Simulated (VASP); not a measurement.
Set up this calculation in VASP 6.6.1, as the native input.

```yaml
Task: single point
Functional: PBE
Potentials_or_basis: VASP PAW PBE potentials, release 64 (Ca_sv, Bi_d, P, N)
Cutoff: 520 eV
k_mesh: 3 × 3 × 3
Occupations: fermi-dirac, width 0.01 eV
Spin: no spin polarisation
Dipole_correction: no
Further_INCAR_settings: LREAL = Auto; ALGO = Normal; EDIFF = 1e-06; NBANDS = 116
```

The structure of Ca12Bi4PN3 (a cell with a defect) lies in POSCAR:

```
Ca12Bi4PN3
1.0
   -4.8884000000      4.8884000000      4.8884000000
    4.8884000000     -4.8884000000      4.8884000000
    4.8884000000      4.8884000000     -4.8884000000
Ca Bi P N
12 4 1 3
Direct
    0.5000000000      0.2337832890      0.2337832890
    0.0000000000      0.7500000000      0.2500000000
    0.0000000000      0.2500000000      0.7500000000
    0.5000000000      0.7662167110      0.7662167110
    0.2337832890      0.5000000000      0.2337832890
    0.7500000000      0.0000000000      0.2500000000
    0.7662167110      0.5000000000      0.7662167110
    0.2500000000      0.0000000000      0.7500000000
    0.2337832890      0.2337832890      0.5000000000
    0.7662167110      0.7662167110      0.5000000000
    0.7500000000      0.2500000000      0.0000000000
    0.2500000000      0.7500000000      0.0000000000
    0.0000000000      0.0000000000      0.0000000000
    0.5000000000      0.5000000000      0.0000000000
    0.5000000000      0.0000000000      0.5000000000
    0.0000000000      0.5000000000      0.5000000000
    0.5000000000      0.5000000000      0.5000000000
    0.0000000000      0.0000000000      0.5000000000
    0.0000000000      0.5000000000      0.0000000000
    0.5000000000      0.0000000000      0.0000000000
```

The input as run:

INCAR

```
PREC = Accurate ; ENCUT = 520
EDIFF = 1E-6 ; ISMEAR = -1
SIGMA = 0.01 ; LREAL = Auto
LASPH = T ; NELM = 100
ALGO = Normal ; ISIF = 2
LWAVE = F ; LCHARG = F
GGA = PE ; NBANDS = 116
```

KPOINTS

```
regular mesh
0
Gamma
  3 3 3
```

Potentials or basis: VASP PAW PBE potentials, release 64 (Ca_sv, Bi_d, P, N).

The run is started by

```console
$ cat potpaw_PBE.64/Ca_sv/POTCAR potpaw_PBE.64/Bi_d/POTCAR potpaw_PBE.64/P/POTCAR potpaw_PBE.64/N/POTCAR > POTCAR
$ mpirun -np 1 vasp_std > vasp.out
```

Results of the run:

```yaml
Pressure: 5.4 GPa
Largest_force: 0.027 eV/Å
Band_gap_on_the_k_mesh: 0.19 eV
```

Caveat: spin-orbit coupling is left out, which moves the levels of the heavy elements.

Wall time 14 min on 1 thread of AMD EPYC 7R13 Processor (Zen 3), with other jobs on the host, peak memory 0.62 GiB.
